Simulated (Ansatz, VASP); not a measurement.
## WC in VASP and in Ansatz

```
CELL_PARAMETERS angstrom
0.00000 2.18242 2.29154
2.18242 0.00000 2.29154
2.18242 2.18242 0.00000
ATOMIC_POSITIONS crystal
W 0.00000 0.00000 0.00000
C 0.50000 0.50000 0.50000
```

Change from the starting cell: strain +0.000 along x and y, +0.050 along z, atoms carried along.

Alike in both runs: task single point; functional r2SCAN; k mesh 24 × 24 × 24; occupations gaussian, width 0.15 eV; no spin polarisation.

|  | VASP | Ansatz |
| --- | --- | --- |
| version | VASP 6.6.1 | Ansatz 0.2.0 |
| potentials or method | VASP PAW PBE potentials, release 64 (W_sv, C), cutoff 520 eV | scalar-relativistic, plane waves, PAW |
| valence electrons in the cell | 18 | 18 |

```tsv
	VASP	Ansatz	Ansatz less VASP
gap on the k mesh at the Fermi level (eV)	none	none	-
pressure (GPa)	-13.7	-15.0	-1.39
traceless stress, the component that is largest in VASP (GPa)	-12.73	-12.72	+0.007
```

VASP's potentials were made for PBE, not for r2SCAN. A gap of «none» marks a metal or a gap that the smearing closes.

Neither program's run includes spin-orbit coupling.
